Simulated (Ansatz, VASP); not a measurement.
# Al2InAs3: VASP beside Ansatz

```
Al In As
1.0
    -2.07507    2.07507    8.83075
     2.07507   -2.07507    8.83075
     2.07507    2.07507   -8.83075
Al In As
2 1 3
Direct
  0.42066 0.92066 0.50000
  0.07934 0.57934 0.50000
  0.75000 0.25000 0.50000
  0.84270 0.84270 0.00000
  0.50000 0.50000 0.00000
  0.15730 0.15730 0.00000
```

Alike in both runs: functional PBE; k mesh 10 × 10 × 10; occupations gaussian, width 0.02 eV; no spin polarisation.

Ansatz relaxed the structure, and its values are those at the end. VASP's run is a single point on that final structure, the one shown.

|  | VASP | Ansatz |
| --- | --- | --- |
| version | VASP 6.6.1 | Ansatz 0.2.0 |
| potentials or method | VASP PAW PBE potentials, release 64 (Al, In_d, As), cutoff 520 eV | scalar-relativistic, plane waves, PAW |
| valence electrons in the cell | 34 | 64 |

Ansatz gave:

- gap on the k mesh at the Fermi level (eV): 0.84
- least direct gap on the mesh (eV): 0.84
- pressure (GPa): 0.0

Question: Which values does VASP return?

Answer: gap on the k mesh at the Fermi level (eV): 0.84; least direct gap on the mesh (eV): 0.84; pressure (GPa): 0.1.

The functional is the same, so the differences come from potentials, cutoffs and numerics. VASP's potentials hold 34 valence electrons a cell and Ansatz's 64, so a difference there can come from the potentials and not from the codes.
